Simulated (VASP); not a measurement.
HfC: single point with r2SCAN

HfC:

```
Hf C
1.0
     0.00000    2.32500    2.32500
     2.32500    0.00000    2.32500
     2.32500    2.32500    0.00000
Hf C
1 1
Direct
  0.50000 0.50000 0.50000
  0.00000 0.00000 0.00000
```

```json
{"Program": "VASP 6.6.1", "Task": "single point", "Functional": "r2SCAN", "Potentials or basis": "VASP PAW PBE potentials, release 64 (Hf_pv, C)", "Cutoff": "520 eV", "k mesh": "8 × 8 × 8", "Occupations": "gaussian, width 0.05 eV", "Spin": "non-collinear spin, zero start, spin-orbit coupling", "Starting moments": "[[0.0, 0.0, 0.0], [0.0, 0.0, 0.0]] μB", "Dipole correction": "no", "Further INCAR settings": "ALGO = Normal; EDIFF = 1e-06; NBANDS = 26"}
```

- Pressure: -2.7 GPa
- Net moment: 0.00 μB per cell
- Valence electrons inside the program's atomic spheres: Hf 8.64; C 2.40

Moments on the atoms (μB; x, y, z):
```
Hf  0.00 0.00 0.00
C   0.00 0.00 0.00
```

Wall time 62 s on 1 thread of Intel(R) Xeon(R) 6975P-C (Granite Rapids) (shared host), peak memory 0.23 GiB.

Caveat: the PAW data sets were made with another functional, which shifts forces and pressure a little.
